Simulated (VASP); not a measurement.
Write the native input for VASP 6.6.1 that does the following.

| Quantity | Value |
| --- | --- |
| Task | single point |
| Functional | r2SCAN |
| Potentials or basis | VASP PAW PBE potentials, release 64 (Co) |
| Cutoff | 520 eV |
| k mesh | 11 × 11 × 11 |
| Occupations | fermi-dirac, width 0.05 eV |
| Spin | collinear spin, antiferromagnetic start |
| Starting moments | [1.7, -1.7] μB |
| Dipole correction | no |
| Further INCAR settings | ALGO = Normal; EDIFF = 1e-07; NBANDS = 20 |

Crystal: Co.

```
Co
1.0
     2.76315    0.00000    0.00000
     0.00000    2.76315    0.00000
     0.00000    0.00000    2.76315
Co
2
Direct
  0.00000 0.00000 0.00000
  0.50000 0.50000 0.50000
```

The input as run:

POSCAR

```
Co
1.0
    2.7631482383      0.0000000000      0.0000000000
    0.0000000000      2.7631482383      0.0000000000
    0.0000000000      0.0000000000      2.7631482383
Co
2
Direct
    0.0000000000      0.0000000000      0.0000000000
    0.5000000000      0.5000000000      0.5000000000
```

INCAR.step1

```
PREC = Accurate ; ENCUT = 520
ISMEAR = -1 ; SIGMA = 0.05
LREAL = F ; LASPH = T
NELM = 150 ; ISPIN = 2
MAGMOM = 1.7 -1.7 ; LMAXMIX = 4
NBANDS = 20 ; GGA = PE
ALGO = Normal ; EDIFF = 1E-4
LWAVE = T ; LCHARG = F
```

INCAR.step2

```
PREC = Accurate ; ENCUT = 520
EDIFF = 1E-7 ; ISMEAR = -1
SIGMA = 0.05 ; LREAL = F
LASPH = T ; NELM = 150
ALGO = Normal ; ISIF = 2
LWAVE = F ; LCHARG = F
ISPIN = 2 ; MAGMOM = 1.7 -1.7
LORBIT = 11 ; LMAXMIX = 4
METAGGA = R2SCAN ; LMIXTAU = T
NBANDS = 20 ; ISTART = 1
```

KPOINTS

```
regular mesh
0
Gamma
  11 11 11
```

Potentials or basis: VASP PAW PBE potentials, release 64 (Co).

The run is started by

```sh
$ cat potpaw_PBE.64/Co/POTCAR > POTCAR
$ cp INCAR.step1 INCAR
$ mpirun -np 1 vasp_std > vasp.out
$ cp INCAR.step2 INCAR
$ mpirun -np 1 vasp_std > vasp.out
```

Results of the run:

- Pressure: -0.2 GPa
- Band gap on the k mesh: zero (filled and empty bands overlap)
- Net moment: 0.00 μB per cell
- Site moments: Co +1.19, -1.19 μB
- Valence electrons inside the program's atomic spheres: Co 8.37

Caveat: the PAW data sets were made with another functional, which shifts forces and pressure a little.

Run time: 5.4 min on 1 thread of AMD EPYC 7R43 64-Core Processor (Zen 3), on a shared host, peak memory 0.14 GiB.
